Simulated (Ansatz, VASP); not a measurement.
# TiO2 in VASP and in Ansatz

Contents of INCAR:

```
  PREC = Accurate
  ENCUT = 520
  EDIFF = 1E-6
  ISMEAR = 0
  SIGMA = 0.05
  LREAL = False
  LASPH = True
  NELM = 150
  ALGO = Normal
  ISIF = 2
  LWAVE = False
  LCHARG = False
  LMAXMIX = 4
  LDAU = True
  LDAUTYPE = 2
  LDAUL = 2 -1
  LDAUU = 4 0
  LDAUJ = 0 0
  LDAUPRINT = 1
  GGA = PE
  NBANDS = 33
```

File KPOINTS:

```
Automatic mesh
0
Gamma
  6 6 6
```

Contents of POSCAR:

```
TiO2
1.0
    2.7418066933     -2.7418828846     -0.0204594682
    2.7418066933      2.7418828846     -0.0204594682
   -2.7046110895      0.0000000000      4.9872511229
Ti O
2 4
Direct
    0.1250069486      0.8749930514      0.2500000000
    0.8749930514      0.1250069486      0.7500000000
    0.3394254028      0.0894486781      0.6788605275
    0.6605745972      0.9105513219      0.3211394725
    0.9105513219      0.6605745972      0.8211394725
    0.0894486781      0.3394254028      0.1788605275
```

Input for Ansatz:

```yaml
crystal:
  lattice:
    - [2.7418066933, -2.7418828846, -0.0204594682]
    - [2.7418066933, 2.7418828846, -0.0204594682]
    - [-2.7046110895, 0.0, 4.9872511229]
  atoms:
    - { symbol: Ti, position: [0.1250069486, 0.8749930514, 0.25] }
    - { symbol: Ti, position: [0.8749930514, 0.1250069486, 0.75] }
    - { symbol: O, position: [0.3394254028, 0.0894486781, 0.6788605275] }
    - { symbol: O, position: [0.6605745972, 0.9105513219, 0.3211394725] }
    - { symbol: O, position: [0.9105513219, 0.6605745972, 0.8211394725] }
    - { symbol: O, position: [0.0894486781, 0.3394254028, 0.1788605275] }
basis:
  ecutwfc: 520.0
kpoints:
  mp_grid: { grid: [6, 6, 6] }
hamiltonian:
  xc: pbe
  pseudopotentials: { kind: paw, azcp: { folder: soft_1 } }
  hubbard: { sites: [{ species: Ti, l: d, u_eff: 4.0 }] }
scf:
  occupations: { method: gaussian, width: 0.05 }
output:
  forces: true
  stress: true
  eigenvalues: true
  write_density: true
  write_potential: true
  elf: true
  volumetric_format: npy
```

Alike in both runs: task single point; functional PBE; k mesh 6 × 6 × 6; occupations gaussian, width 0.05 eV; no spin polarisation; Hubbard terms Ti d U = 4.0 eV.

|  | VASP | Ansatz |
| --- | --- | --- |
| version | VASP 6.6.1 | Ansatz 0.2.0 |
| potentials or method | VASP PAW PBE potentials, release 64 (Ti_sv, O), cutoff 520 eV | scalar-relativistic, plane waves, PAW |
| valence electrons in the cell | 48 | 48 |

|  | VASP | Ansatz | Ansatz less VASP |
| --- | --- | --- | --- |
| gap on the k mesh at the Fermi level (eV) | 2.22 | 2.15 | -0.067 |
| least direct gap on the mesh (eV) | 2.72 | 2.65 | -0.073 |
| pressure (GPa) | -7.8 | -11.2 | -3.39 |
| traceless stress, the component that is largest in VASP (GPa) | -6.97 | -5.57 | +1.405 |
| rms of the force components (eV/Å) | 0.500 | 0.543 | +0.0425 |

The programs project onto different local orbitals, so the same U acts differently, and such runs can settle in different states. Atom by atom the forces differ by 0.042 eV/Å (rms over components).
